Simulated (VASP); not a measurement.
## Fe: single point with PBE

Fe:

```
Fe
1.0
     0.00000   -1.94174    1.96511
     0.00000    1.94174    1.96511
    -2.99688    0.00000    0.00000
Fe
2
Direct
  0.00000 0.00000 0.00000
  0.50000 0.50000 0.50000
```

| Item | Value |
| --- | --- |
| Program | VASP 6.6.1 |
| Task | single point |
| Functional | PBE |
| Potentials or basis | VASP PAW PBE potentials, release 64 (Fe) |
| Cutoff | 600 eV |
| k mesh | 9 × 9 × 9 |
| Occupations | fermi-dirac, width 0.1 eV |
| Spin | non-collinear spin, twin_end start, moments held on the sites |
| Starting moments | [[0.02, 0.0, 1.8], [1.4, -0.0, -1.14]] μB |
| Dipole correction | no |
| Constraint on the moments (I_CONSTRAINED_M) | 1 |
| Penalty LAMBDA | 10 |
| Further INCAR settings | ALGO = Normal; EDIFF = 1e-06; NBANDS = 28; ISYM = -1; AMIX = 0.2; BMIX = 0.0001 |

| Property | Result |
| --- | --- |
| Band gap on the k mesh | zero (bands 16 and 17 overlap by 0.97 eV) |
| Net moment | 0.00 μB per cell |
| Valence electrons inside the program's atomic spheres | Fe 7.25 |

Levels at points of the mesh, in eV from the Fermi level:
```
           k point  band 12  band 13  band 14  band 15  band 16  band 17  band 18  band 19  band 20  band 21
(0.00, 0.00, 0.00)    -1.23    -0.30    -0.30     0.18     0.18     0.84     0.84     0.93     0.93     1.01
```

Moments on the atoms (μB; x, y, z):
```
Fe  0.00 0.00 0.00
Fe  0.00 0.00 0.00
```

Run time: 6.8 min on 4 MPI ranks on Intel(R) Xeon(R) 6975P-C (Granite Rapids), on a shared host, peak memory 0.81 GiB a rank.

Caveat: moments held by a penalty.
